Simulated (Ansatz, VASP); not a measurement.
# Two plane-wave programs on LiCl

Contents of INCAR:

```
SYSTEM = LiCl
ALGO     = Normal         ! electronic algorithm
EDIFF    = 1E-6           ! SCF threshold, eV
ENCUT    = 750            ! plane-wave cutoff, eV
GGA      = PE             ! functional
GGA_COMPAT= .False.      
ISIF     = 2              ! what is computed and relaxed
ISMEAR   = 0              ! smearing method
LASPH    = .True.         ! aspherical terms in the spheres
LCHARG   = .True.         ! write CHGCAR
LELF     = .True.         ! ELF
LREAL    = .False.        ! projectors in reciprocal space
LVHAR    = .True.       
LWAVE    = .False.        ! write WAVECAR
NBANDS   = 12             ! bands
NELM     = 120            ! most SCF steps
PREC     = Accurate       ! precision mode
SIGMA    = 0.01           ! smearing width, eV
```

KPOINTS

```
k-points
0
Gamma
  3 3 3
  0 0 0
```

Contents of POSCAR:

```
LiCl
1.0
    0.0000000000      2.5647700000      2.5647700000
    2.5647700000      0.0000000000      2.5647700000
    2.5647700000      2.5647700000      0.0000000000
Li Cl
1 1
Direct
    0.0000000000      0.0000000000      0.0000000000
    0.5000000000      0.5000000000      0.5000000000
```

Input for Ansatz:

```yaml
crystal:
  lattice:
    - [0.0, 2.56477, 2.56477]
    - [2.56477, 0.0, 2.56477]
    - [2.56477, 2.56477, 0.0]
  atoms:
    - { symbol: Li, position: [0.0, 0.0, 0.0] }
    - { symbol: Cl, position: [0.5, 0.5, 0.5] }
kpoints:
  mp_grid:
    grid: [3, 3, 3]
hamiltonian:
  xc: pbe
  pseudopotentials:
    kind: nc
scf:
  occupations:
    method: fixed
output:
  rpa_energy:
    n_empty_bands: 60
    ecut_chi_ladder: [80.0, 100.0, 120.0, 140.0]
    long_wavelength: optical_limit
```

Alike in both runs: task single point; functional PBE; k mesh 3 × 3 × 3; no spin polarisation.

|  | VASP | Ansatz |
| --- | --- | --- |
| version | VASP 6.6.1 | Ansatz 0.2.0 |
| potentials or method | VASP PAW PBE potentials, release 64 (Li_sv, Cl) | plane waves, norm-conserving potentials |
| plane-wave cutoff (eV) | 750 | 1034 |
| occupations | gaussian, width 0.01 eV | fixed |
| valence electrons in the cell | 10 | 10 |

VASP gave:

* gap on the k mesh at the Fermi level (eV): 6.32

Q: Which values does Ansatz return?

A: gap on the k mesh at the Fermi level (eV): 6.31.

The k mesh is coarse, so the values compare programs but aren't converged.
